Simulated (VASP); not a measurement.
# CuAu (P4/mmm) in VASP: further runs

Aim: see how the results for CuAu move with the level of theory and the settings. Levels: PBEsol-based global hybrid, PBE0, LDA. Tasks: single point.

Program: VASP 6.6.1. These are calculated values, not measurements. Logs are shortened: lines on timing, memory, paths and dates and some standing lists are left out, and cuts for length are marked.

## (1) The cell of the first run

Symmetry: P4/mmm, No. 123, tetragonal system. Conventional cell: a = 2.792 Å, b = 2.792 Å, c = 3.639 Å, α = 90.00°, β = 90.00°, γ = 90.00°. Within 3.5 Å of Au (site symmetry 4/mmm) lie 8 Cu at 2.68 Å and 4 Au at 2.79 Å. Cu (site symmetry 4/mmm) has 8 Au at 2.68 Å and 4 Cu at 2.79 Å within 3.5 Å.

## (2) Single point, PBEsol-based global hybrid

File POSCAR:

```
CuAu
1.0
    2.7919609414      0.0000000000      0.0000000000
    0.0000000000      2.7919609414      0.0000000000
    0.0000000000      0.0000000000      3.6391496396
Au Cu
1 1
Direct
    0.0000000000      0.0000000000      0.0000000000
    0.5000000000      0.5000000000      0.5000000000
```

File INCAR.step1:

```
PREC     = Accurate       # precision mode
ENCUT    = 520            # plane-wave cutoff, eV
EDIFF    = 1E-5           # SCF threshold, eV
ISMEAR   = -1             # smearing method
SIGMA    = 0.05           # smearing width, eV
LREAL    = False          # projectors in reciprocal space
LASPH    = True           # aspherical terms in the spheres
NELM     = 60             # most SCF steps
ALGO     = Normal         # electronic algorithm
ISIF     = 2              # what is computed and relaxed
LWAVE    = True           # write WAVECAR
LCHARG   = False          # write CHGCAR
NBANDS   = 18             # bands
GGA      = PE             # functional
```

File INCAR.step2:

```
PREC     = Accurate       # precision mode
ENCUT    = 520            # plane-wave cutoff, eV
EDIFF    = 1E-7           # SCF threshold, eV
ISMEAR   = -1             # smearing method
SIGMA    = 0.05           # smearing width, eV
LREAL    = False          # projectors in reciprocal space
LASPH    = True           # aspherical terms in the spheres
NELM     = 60             # most SCF steps
ALGO     = Normal         # electronic algorithm
ISIF     = 2              # what is computed and relaxed
LWAVE    = False          # write WAVECAR
LCHARG   = False          # write CHGCAR
GGA      = PS             # functional
LHFCALC  = True           # exact exchange
AEXX     = 0.25           # exact-exchange fraction
PRECFOCK = Normal       
NBANDS   = 18             # bands
ISTART   = 1
```

File KPOINTS:

```
regular mesh
0
Gamma
  5 5 4
```

Potentials or basis: VASP PAW PBE potentials, release 64 (Au, Cu).

On the command line:

```console
> cat potpaw_PBE.64/Au/POTCAR potpaw_PBE.64/Cu/POTCAR > POTCAR
> cp INCAR.step1 INCAR
> mpirun -np 1 vasp_std > vasp.out
> cp INCAR.step2 INCAR
> mpirun -np 1 vasp_std > vasp.out
```

OUTCAR:

```text
PREC = Accurate
   ENCUT = 520
   EDIFF = 1E-7
   ISMEAR = -1
   LREAL = False
   LASPH = True
   NELM = 60
   ISIF = 2
   GGA = PS
   LHFCALC = True
   AEXX = 0.25
   PRECFOCK = Normal
   ISTART = 1

 ion  position               nearest neighbor table
   1  0.000  0.000  0.000-   2 2.68   2 2.68   2 2.68   2 2.68   2 2.68   2 2.68   2 2.68   2 2.68

   2  0.500  0.500  0.500-   1 2.68   1 2.68   1 2.68   1 2.68   1 2.68   1 2.68   1 2.68   1 2.68

  LATTYP: Found a simple tetragonal cell.
 ALAT       =     2.7919609414
 C/A-ratio  =     1.3034385924

  Lattice vectors:

 A1 = (   2.7919609414,   0.0000000000,   0.0000000000)
 A2 = (   0.0000000000,   2.7919609414,   0.0000000000)
 A3 = (   0.0000000000,   0.0000000000,   3.6391496396)

Analysis of symmetry for initial positions (statically):
=====================================================================
 Subroutine PRICEL returns:
 Original cell was already a primitive cell.

 Routine SETGRP: Setting up the symmetry group for a
 simple tetragonal supercell.

 Subroutine GETGRP returns: Found 16 space group operations
 (whereof 16 operations were pure point group operations)
 out of a pool of 16 trial point group operations.

The static configuration has the point symmetry D_4h.

Analysis of symmetry for dynamics (positions and initial velocities):
=====================================================================
 Subroutine PRICEL returns:
 Original cell was already a primitive cell.

 Routine SETGRP: Setting up the symmetry group for a
 simple tetragonal supercell.

 Subroutine GETGRP returns: Found 16 space group operations
 (whereof 16 operations were pure point group operations)
 out of a pool of 16 trial point group operations.

The dynamic configuration has the point symmetry D_4h.

 Subroutine INISYM returns: Found 16 space group operations
 (whereof 16 operations are pure point group operations),
 and found     1 'primitive' translations

----------------------------------------------------------------------------------------

                                     Primitive cell

  volume of cell :      28.3673

  direct lattice vectors                    reciprocal lattice vectors
     2.791960941  0.000000000  0.000000000     0.358171200  0.000000000  0.000000000
     0.000000000  2.791960941  0.000000000     0.000000000  0.358171200  0.000000000
     0.000000000  0.000000000  3.639149640     0.000000000  0.000000000  0.274789470

  length of vectors
     2.791960941  2.791960941  3.639149640     0.358171200  0.358171200  0.274789470

  position of ions in fractional coordinates (direct lattice)
     0.000000000  0.000000000  0.000000000
     0.500000000  0.500000000  0.500000000

  ion indices of the primitive-cell ions
   primitive index   ion index
                 1           1
                 2           2

----------------------------------------------------------------------------------------

 KPOINTS: regular mesh

Automatic generation of k-mesh.
 Grid dimensions read from file:
 generate k-points for:    5    5    4

 Generating k-lattice:

  Cartesian coordinates                     Fractional coordinates (reciprocal lattice)
     0.071634240  0.000000000  0.000000000     0.200000000  0.000000000  0.000000000
     0.000000000  0.071634240  0.000000000     0.000000000  0.200000000  0.000000000
     0.000000000  0.000000000  0.068697367     0.000000000  0.000000000  0.250000000

  Length of vectors
     0.071634240  0.071634240  0.068697367

  Shift w.r.t. Gamma in fractional coordinates (k-lattice)
     0.000000000  0.000000000  0.000000000

 Subroutine IBZKPT returns following result:
 ===========================================

 Found     18 irreducible k-points:

 Following reciprocal coordinates:
            Coordinates               Weight
  0.000000  0.000000  0.000000      1.000000
  0.200000  0.000000  0.000000      4.000000
  0.400000  0.000000  0.000000      4.000000
  0.200000  0.200000  0.000000      4.000000
  0.400000  0.200000  0.000000      8.000000
  0.400000  0.400000  0.000000      4.000000
[... 10 lines left out ...]
  0.400000  0.200000  0.500000      8.000000
  0.400000  0.400000  0.500000      4.000000
   k-points           NKPTS =     18   k-points in BZ     NKDIM =    100   number of bands    NBANDS=     18
   number of dos      NEDOS =    301   number of ions     NIONS =      2
   total plane-waves  NPLWV =  16128
   dimension x,y,z NGX =    24 NGY =   24 NGZ =   28
   dimension x,y,z NGXF=    48 NGYF=   48 NGZF=   56
   ions per type =               1   1
   NGX,Y,Z   is equivalent  to a cutoff of  14.29, 14.29, 12.79 a.u.
   NGXF,Y,Z  is equivalent  to a cutoff of  28.58, 28.58, 25.58 a.u.
 SYSTEM =  unknown system
   PREC   = accura    normal or accurate (medium, high low for compatibility)
   ISTART =      1    job   : 0-new  1-cont  2-samecut
   ICHARG =      0    charge: 1-file 2-atom 10-const
   ISPIN  =      1    spin polarized calculation?
   LNONCOLLINEAR =      F non collinear calculations
   LSORBIT =      F    spin-orbit coupling
   LASPH  =      T    aspherical Exc in radial PAW
   ENCUT  =  520.0 eV  38.22 Ry    6.18 a.u.   5.19  5.19  6.77*2*pi/ulx,y,z
   NELM   =     60;   NELMIN=  2; NELMDL=  0     # of ELM steps
   EDIFF  = 0.1E-06   stopping-criterion for ELM
   LREAL  =      F    real-space projection
   EDIFFG = 0.1E-05   stopping-criterion for IOM
   NSW    =      0    number of steps for IOM
   IBRION =     -1    ionic relax: 0-MD 1-quasi-New 2-CG
   NFREE  =      0    steps in history (QN), initial steepest desc. (CG)
   ISIF   =      2    stress and relaxation
   ISYM   =      3    0-nonsym 1-usesym 2-fastsym
   POTIM  = 0.5000    time-step for ionic-motion
   TEBEG  =    0.0;   TEEND  =   0.0 temperature during run
   PSTRESS=    0.0 pullay stress
   NELECT =      22.0000    total number of electrons
   NUPDOWN=      -1.0000    fix difference up-down
   EMIN   =  10.00;   EMAX   =-10.00  energy-range for DOS
   EFERMI =   0.00;   METHOD = LEGACY
   ISMEAR =    -1;   SIGMA  =   0.05  broadening in eV -4-tet -1-fermi 0-gaus
   EFERMI_NEDOS =   21; number of points for ismear=-14 and -15
   IALGO  =     38    algorithm
   IMIX   =      1    mixing-type and parameters
     AMIX     =   0.40;   BMIX     =  1.00
     AMIX_MAG =   1.60;   BMIX_MAG =  1.00
  volume/ion in A,a.u.               =      14.18        95.72
  Fermi-wavevector in a.u.,A,eV,Ry     =   1.504098  2.842333 30.780616  2.262311
  Thomas-Fermi vector in A             =   2.615122
   LORBIT       =      0    0 simple, 1 ext, 2 COOP (PROOUT), +10 PAW based schemes
   GGA     = PS    functional components
   LHFCALC =     T    Hartree Fock is set to
   PRECFOCK=normal    Normal, Fast or Accurate (Low or Medium for compatibility)
   ENCUT4O =  -1.0   cutoff for four orbital integrals eV
   NKREDX  =     1    reduce k-point grid by
   NKREDY  =     1    reduce k-point grid by
   NKREDZ  =     1    reduce k-point grid by
   AEXX    =    0.2500 exact exchange contribution
   HFSCREEN=    0.0000 screening length (either q_TF or 0.3 A-1)
   HFSCREENC=   0.0000 screening length for correlation (either q_TF or 0.3 A-1)
   ENCUTFOCK=  -1.0 apply spherical cutoff to Coloumb kernel
   IVDW    =     0    specifies the selected vdW correction
   LEPSILON=     F    determine dielectric tensor
   LRPA    =     F    only Hartree local field effects (RPA)
 non-spin polarized calculation
  energy-cutoff  :      520.00
  volume of cell :       28.37
 maximum number of plane-waves:       778
 NGX is ok and might be reduce to    24
  NGX = 16; NGY = 16; NGZ = 24

 number of electron      22.0000004 magnetization

 Free energy of the ion-electron system (eV)
  ---------------------------------------------------
  ext. energy  EPLUGINS =         0.00000000
  ---------------------------------------------------
  free energy    TOTEN  =        -8.72141099 eV

  energy without entropy =       -8.71611847  energy(sigma->0) =       -8.71876473

 E-fermi :   8.7628     XC(G=0): -10.1397

 val. band max:        8.7372627516   @ k =   0.4000   0.2000   0.5000
 cond. band min:       9.5766911302   @ k =   0.4000   0.4000   0.2500
 fundamental gap:      0.8394283786
 Fermi energy:         8.7628040148

 k-point     1 :       0.0000    0.0000    0.0000
  band No.  band energies     occupation
      1      -2.8056      2.00000
      2       0.2392      2.00000
      3       0.3356      2.00000
      4       2.9305      2.00000
      5       2.9305      2.00000
      6       3.9712      2.00000
[... 10 lines left out ...]
     17      27.5307      0.00000
     18      27.7179      0.00000

 k-point     2 :       0.2000    0.0000    0.0000
  band No.  band energies     occupation
      1      -1.8011      2.00000
      2       0.6011      2.00000
      3       1.0479      2.00000
      4       2.4688      2.00000
      5       3.1844      2.00000
      6       3.7530      2.00000
[... 10 lines left out ...]
     17      27.5187      0.00000
     18      29.5023      0.00000

 k-point     3 :       0.4000    0.0000    0.0000
  band No.  band energies     occupation
      1       0.0961      2.00000
      2       1.4020      2.00000
      3       1.6506      2.00000
      4       2.5431      2.00000
      5       3.1551      2.00000
      6       3.8005      2.00000
[... 10 lines left out ...]
     17      25.6525      0.00000
     18      27.0334      0.00000

 k-point     4 :       0.2000    0.2000    0.0000
  band No.  band energies     occupation
      1      -0.8468      2.00000
      2       1.1792      2.00000
      3       1.4139      2.00000
      4       2.2061      2.00000
      5       2.7677      2.00000
      6       3.2824      2.00000
[... 249 lines left out ...]
      4       2.2999      2.00000
      5       2.7105      2.00000
      6       3.4997      2.00000
[... 10 lines left out ...]
     17      28.7667      0.00000
     18      30.4725      0.00000

 k-point    17 :       0.4000    0.2000    0.5000
  band No.  band energies     occupation
      1       0.5037      2.00000
      2       1.4309      2.00000
      3       1.7887      2.00000
      4       2.3057      2.00000
      5       3.3003      2.00000
      6       3.9931      2.00000
[... 10 lines left out ...]
     17      25.2689      0.00000
     18      27.3225      0.00000

 k-point    18 :       0.4000    0.4000    0.5000
  band No.  band energies     occupation
      1       0.6175      2.00000
      2       1.1670      2.00000
      3       1.4065      2.00000
      4       3.4015      2.00000
      5       3.4234      2.00000
      6       3.4753      2.00000
[... 10 lines left out ...]
     17      20.7653      0.00000
     18      22.4504      0.00000

------------------------ aborting loop because EDIFF is reached ----------------------------------------

  FORCE on cell =-STRESS in cart. coord.  units (eV):
  Direction    XX          YY          ZZ          XY          YZ          ZX
  --------------------------------------------------------------------------------------
  -------------------------------------------------------------------------------------
  Total        0.0090549      0.0090549      0.0154072      0.0000000      0.0000000      0.0000000
  in kB        0.5114166      0.5114166      0.8701954      0.0000000      0.0000000      0.0000000
  external PRESSURE =       0.6310095 kB  Pullay stress =       0.0000000 kB

 VOLUME and BASIS-vectors are now :
 -----------------------------------------------------------------------------
  energy-cutoff  :      520.00
  volume of cell :       28.37
      direct lattice vectors                 reciprocal lattice vectors
     2.791960941  0.000000000  0.000000000     0.358171200  0.000000000  0.000000000
     0.000000000  2.791960941  0.000000000     0.000000000  0.358171200  0.000000000
     0.000000000  0.000000000  3.639149640     0.000000000  0.000000000  0.274789470

 POSITION                                       TOTAL-FORCE (eV/Angst)
 -----------------------------------------------------------------------------------
      0.00000      0.00000      0.00000         0.000000      0.000000      0.000000
      1.39598      1.39598      1.81957         0.000000      0.000000      0.000000
 -----------------------------------------------------------------------------------
    total drift:                               -0.000000      0.000000     -0.000000

  FREE ENERGIE OF THE ION-ELECTRON SYSTEM (eV)
  ---------------------------------------------------
  free  energy   TOTEN  =        -8.7214109874 eV

  energy  without entropy=       -8.7161184694  energy(sigma->0) =       -8.71876473
```

It took 26 min on 1 thread of AMD EPYC 7R13 (Zen 3), shared host; peak memory 0.14 GiB.

What came out:

```
Free energy            : -8.7214 eV
Pressure               : 0.1 GPa
Band gap on the k mesh : zero (band 11 reaches 11.91 eV, above the bottom of band 12 at 4.90 eV)
```

Levels at points of the mesh, in eV from the Fermi level:
| k point | band 9 | band 10 | band 11 | band 12 | band 13 | band 14 |
| --- | --- | --- | --- | --- | --- | --- |
| (0.00, 0.00, 0.00) | -3.38 | -3.00 | -3.00 | 2.84 | 9.80 | 11.42 |
| (0.00, 0.00, 0.50) | -4.18 | -4.18 | -4.12 | -3.86 | 15.89 | 16.31 |

Caveat: the k points lie up to 0.45 Å⁻¹ apart; the PAW data sets were made with another functional, which shifts forces and pressure a little; spin-orbit coupling is left out, which moves the levels of the heavy elements.

## (3) Single point, PBE0

This run uses another cell than the first one, of 14.56 Å³/atom, 1.026 times its volume.

File POSCAR:

```
CuAu
1.0
    2.8107494552      0.0000000000      0.0000000000
    0.0000000000      2.8107494552      0.0000000000
    0.0000000000      0.0000000000      3.6850000000
Au Cu
1 1
Direct
    0.0000000000      0.0000000000      0.0000000000
    0.5000000000      0.5000000000      0.5000000000
```

File INCAR.step1:

```
  ALGO = Normal
  EDIFF = 1E-5
  ENCUT = 520
  GGA = PE
  ISIF = 2
  ISMEAR = -1
  LASPH = True
  LREAL = False
  LWAVE = True
  NBANDS = 18
  NELM = 80
  PREC = Accurate
  SIGMA = 0.05
```

File INCAR.step2:

```
  AEXX = 0.25
  ALGO = Normal
  EDIFF = 1E-6
  ENCUT = 520
  GGA = PE
  ISIF = 2
  ISMEAR = -1
  ISTART = 1
  LASPH = True
  LCHARG = True
  LELF = True
  LHFCALC = True
  LREAL = False
  LVHAR = True
  LWAVE = False
  NBANDS = 18
  NELM = 80
  PREC = Accurate
  PRECFOCK = Normal
  SIGMA = 0.05
```

File KPOINTS:

```
k-points
0
Gamma
  5 5 4
```

Potentials or basis: VASP PAW PBE potentials, release 64 (Au, Cu).

On the command line:

```console
> cat potpaw_PBE.64/Au/POTCAR potpaw_PBE.64/Cu/POTCAR > POTCAR
> cp INCAR.step1 INCAR
> mpirun -np 1 vasp_std > vasp.out
> cp INCAR.step2 INCAR
> mpirun -np 1 vasp_std > vasp.out
```

Wall time 17 min (1 thread of AMD EPYC 7R13 (Zen 3), shared host); peak memory 0.14 GiB.

Results (log left out):

* Free energy: -7.8086 eV
* Pressure: 1.8 GPa
* Band gap on the k mesh: zero (band 11 reaches 11.64 eV, above the bottom of band 12 at 4.73 eV)

Stress tensor (GPa, compression positive):
```
1.94 0.00 0.00
0.00 1.94 0.00
0.00 0.00 1.47
```

Levels at points of the mesh, in eV from the Fermi level:
```tsv
k point	band 9	band 10	band 11	band 12	band 13	band 14
(0.00, 0.00, 0.00)	-3.36	-2.99	-2.99	2.83	9.46	11.43
(0.00, 0.00, 0.50)	-4.09	-4.09	-4.04	-3.79	15.82	16.17
```

Caveat: the k points lie up to 0.45 Å⁻¹ apart; the PAW data sets were made with another functional, which shifts forces and pressure a little; spin-orbit coupling is left out, which moves the levels of the heavy elements.

## (4) Single point, LDA

This run uses another cell than the first one, of 14.56 Å³/atom, 1.026 times its volume.

File INCAR:

```
SYSTEM = CuAu
PREC = Accurate ; ENCUT = 700
EDIFF = 1E-6 ; ISMEAR = 0
SIGMA = 0.05 ; LREAL = .False.
LASPH = .True. ; NELM = 120
ALGO = Normal ; ISIF = 2
LWAVE = .False. ; LCHARG = .False.
GGA = CA ; NBANDS = 26
GGA_COMPAT = .False.
```

File KPOINTS:

```
regular mesh
0
Gamma
  8 8 6
  0 0 0
```

POSCAR is that of step 3.

Potentials or basis: VASP PAW LDA potentials, release 64 (Au_sv_GW, Cu_sv_GW).

On the command line:

```console
> cat potpaw_LDA.64/Au_sv_GW/POTCAR potpaw_LDA.64/Cu_sv_GW/POTCAR > POTCAR
> mpirun -np 1 vasp_std > vasp.out
```

It took 21 s on 1 thread of Intel Xeon 6975P-C (Granite Rapids), shared host; peak memory 0.21 GiB.

It converged, with:

```yaml
Free_energy: -8.6899 eV
Pressure: -10.2 GPa
Band_gap_on_the_k_mesh: zero (band 19 reaches 13.22 eV, above the bottom of band 20 at 6.00 eV)
```

Stress tensor (GPa, compression positive):
```
 -9.29   0.00   0.00
  0.00  -9.29   0.00
  0.00   0.00 -12.04
```

Levels at points of the mesh, in eV from the Fermi level:
| k point | band 16 | band 17 | band 18 | band 19 | band 20 | band 21 | band 22 | band 23 |
| --- | --- | --- | --- | --- | --- | --- | --- | --- |
| (0.00, 0.00, 0.00) | -2.18 | -1.73 | -1.51 | -1.51 | 2.02 | 7.96 | 9.92 | 9.92 |
| (0.50, 0.00, 0.00) | -3.02 | -2.46 | -2.26 | -0.91 | -0.15 | 9.36 | 9.48 | 11.27 |
| (0.50, 0.50, 0.00) | -1.65 | -1.41 | -1.41 | 0.60 | 0.60 | 5.13 | 6.73 | 9.94 |
| (0.00, 0.00, 0.50) | -2.74 | -2.40 | -2.39 | -2.39 | -2.03 | 14.37 | 14.54 | 14.54 |
| (0.50, 0.00, 0.50) | -1.76 | -1.64 | -1.58 | -1.09 | -1.09 | 2.66 | 4.29 | 15.86 |
| (0.50, 0.50, 0.50) | -2.19 | -1.68 | -1.64 | 5.19 | 5.49 | 5.49 | 6.12 | 6.92 |

Caveat: spin-orbit coupling is left out, which moves the levels of the heavy elements.

## (5) Overview

| level | potentials or basis | cell | k mesh | cutoff (eV) | smearing | grid for exact exchange (PRECFOCK) | share of exact exchange | second run | gap on the mesh (eV) | pressure (GPa) |
| --- | --- | --- | --- | --- | --- | --- | --- | --- | --- | --- |
| PBEsol-based global hybrid | VASP PAW PBE potentials, release 64 (Au, Cu) | a = 2.792, b = 2.792, c = 3.639 Å, 2 atoms | 5 × 5 × 4 | 520 | fermi-dirac 0.05 eV | Normal | 0.25 | - | none | 0.1 |
| PBE0 | VASP PAW PBE potentials, release 64 (Au, Cu) | a = 2.811, b = 2.811, c = 3.685 Å, 2 atoms | 5 × 5 × 4 | 520 | fermi-dirac 0.05 eV | Normal | - | - | none | 1.8 |
| LDA | VASP PAW LDA potentials, release 64 (Au_sv_GW, Cu_sv_GW) | a = 2.811, b = 2.811, c = 3.685 Å, 2 atoms | 8 × 8 × 6 | 700 | gaussian 0.05 eV | - | - | valence_matched | none | -10.2 |

Alike in all rows: task single point; no spin polarisation.

Caveats: some runs use coarse meshes; spin-orbit coupling is left out, which moves the levels of the heavy elements; the PAW data sets were made with another functional, which shifts forces and pressure a little (some runs).

Total energies depend on the potentials used, so only differences within one code and one set of settings carry meaning.
